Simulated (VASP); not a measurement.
Write the native input for VASP 6.6.1 that does the following.

| Quantity | Value |
| --- | --- |
| Task | single point |
| Functional | PBE |
| Potentials or basis | VASP PAW PBE potentials, release 64 (Al, Ni) |
| Cutoff | 520 eV |
| k mesh | 10 × 10 × 10 |
| Occupations | fermi-dirac, width 0.03 eV |
| Spin | collinear spin, zero start |
| Starting moments | [0.0, 0.0, 0.0, 0.0] μB |
| Fixed moment | 0 μB |
| Dipole correction | no |
| Further INCAR settings | ALGO = Normal; EDIFF = 1e-06; NBANDS = 28 |

The structure of AlNi3 lies in POSCAR:

```
AlNi3
1.0
    3.5230547267      0.0000000000      0.0000000000
    0.0000000000      3.5230547267      0.0000000000
    0.0000000000      0.0000000000      3.5230547267
Al Ni
1 3
Direct
    0.0000000000      0.0000000000      0.0000000000
    0.0000000000      0.5000000000      0.5000000000
    0.5000000000      0.0000000000      0.5000000000
    0.5000000000      0.5000000000      0.0000000000
```

These files were run (other wordings do the same):

INCAR

```
SYSTEM = AlNi3
ALGO     = Normal         ! electronic algorithm
EDIFF    = 1E-6           ! SCF threshold, eV
ENCUT    = 520            ! plane-wave cutoff, eV
GGA      = PE             ! functional
ISIF     = 2              ! what is computed and relaxed
ISMEAR   = -1             ! smearing method
ISPIN    = 2              ! spin polarisation
LASPH    = .TRUE.         ! aspherical terms in the spheres
LCHARG   = .FALSE.        ! write CHGCAR
LMAXMIX  = 4              ! l up to which the mixer works
LORBIT   = 11             ! projections on sites
LREAL    = .FALSE.        ! projectors in reciprocal space
LWAVE    = .FALSE.        ! write WAVECAR
MAGMOM   = 0 0 0 0        ! initial moments
NBANDS   = 28             ! bands
NELM     = 150            ! most SCF steps
NUPDOWN  = 0.0            ! fixed moment
PREC     = Accurate       ! precision mode
SIGMA    = 0.03           ! smearing width, eV
```

KPOINTS

```
k-points
0
G
  10 10 10
  0 0 0
```

Potentials or basis: VASP PAW PBE potentials, release 64 (Al, Ni).

Launch:

```console
$ cat potpaw_PBE.64/Al/POTCAR potpaw_PBE.64/Ni/POTCAR > POTCAR
$ mpirun -np 1 vasp_std > vasp.out
```

It gave:

```yaml
Pressure: 7.0 GPa
Net_moment: 0.00 μB per cell
Valence_electrons_inside_the_program's_atomic_spheres: Al 0.82; Ni 9.45
```

Caveat: the cell stands under pressure; the total moment is fixed, so each spin has its own Fermi level.

It took 59 s on 1 thread of Intel(R) Xeon(R) 6975P-C (Granite Rapids) (shared host), peak memory 0.23 GiB.
